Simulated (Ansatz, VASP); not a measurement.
**Two plane-wave programs on Ta**

```
Ta
1.0
     3.38044    0.00000    0.00000
     0.00000    3.38044    0.00000
     0.00000    0.00000   26.33814
Ta
4
Direct
  0.00000 0.00000 0.58780
  0.50000 0.50000 0.64171
  0.00000 0.00000 0.70493
  0.50000 0.50000 0.75720
```

Alike in both runs: task single point; functional r2SCAN; dispersion rVV10; k mesh 12 × 12 × 1; occupations methfessel-paxton of order 1, width 0.1 eV; no spin polarisation.

|  | VASP | Ansatz |
| --- | --- | --- |
| version | VASP 6.6.1 | Ansatz 0.2.0 |
| potentials or method | VASP PAW PBE potentials, release 64 (Ta_pv), cutoff 440 eV | scalar-relativistic, plane waves, PAW |
| valence electrons in the cell | 44 | 52 |

Ansatz gave:

| Item | Value |
| --- | --- |
| gap on the k mesh at the Fermi level (eV) | none |
| rms of the force components (eV/Å) | 0.148 |

Question: What did VASP give for the same quantities?

Answer: gap on the k mesh at the Fermi level (eV): none; rms of the force components (eV/Å): 0.149.

VASP's potentials were made for PBE, not for r2SCAN. Atom by atom the forces differ by 0.032 eV/Å (rms over components). A gap of «none» marks a metal or a gap that the smearing closes. VASP's potentials hold 44 valence electrons a cell and Ansatz's 52, so a difference there can come from the potentials and not from the codes. Ansatz's warnings: xc potential rough in thin density.

Spin-orbit coupling is off throughout.
